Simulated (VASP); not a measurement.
Write the native input for VASP 6.6.1 that does the following.

| Quantity | Value |
| --- | --- |
| Task | single point |
| Functional | PBE |
| Potentials or basis | VASP PAW PBE potentials, release 64 (Al, N) |
| Cutoff | 520 eV |
| k mesh | 6 × 6 × 6 |
| Occupations | gaussian, width 0.05 eV |
| Spin | no spin polarisation |
| Dipole correction | no |
| Further INCAR settings | ALGO = Normal; EDIFF = 1e-07; NBANDS = 16 |

The structure of AlN lies in POSCAR:

```
AlN
1.0
    0.0000000000     -2.2015682416     -2.2015682416
   -2.2015682416      0.0000000000     -2.2015682416
    2.2015682416      2.2015682416     -4.4031364832
Al N
2 2
Direct
   -0.0022895669      0.0198622070      0.0017685100
    0.5058265870      0.4836748131      0.5017685100
    0.3679570960      0.3878062021      0.8715933375
    0.8752295790      0.8553804728      0.3715933375
```

This cell differs from its parent crystal: mode 4 frozen in at -0.051 Å and mode 10 at +0.030 Å (largest displacements).

One way to write it, as run:

INCAR

```
ALGO = Normal ; EDIFF = 1E-7
ENCUT = 520 ; GGA = PE
ISIF = 2 ; ISMEAR = 0
LASPH = True ; LCHARG = False
LREAL = False ; LWAVE = False
NBANDS = 16 ; NELM = 80
PREC = Accurate ; SIGMA = 0.05
```

KPOINTS

```
k-points
0
Gamma
  6 6 6
```

Potentials or basis: VASP PAW PBE potentials, release 64 (Al, N).

Launch:

```console
$ cat potpaw_PBE.64/Al/POTCAR potpaw_PBE.64/N/POTCAR > POTCAR
$ mpirun -np 1 vasp_std > vasp.out
```

Results of the run:

| Property | Result |
| --- | --- |
| Pressure | -0.1 GPa |
| Largest force | 0.786 eV/Å |
| Band gap on the k mesh | 3.19 eV |

Caveat: the cell differs from its parent crystal (mode 4 frozen in at -0.051 Å and mode 10 at +0.030 Å (largest displacements)).

It took 66 s on 1 thread of Intel(R) Xeon(R) Platinum 8259CL CPU @ 2.50GHz (Skylake/Cascade Lake), on a shared host, peak memory 0.19 GiB.
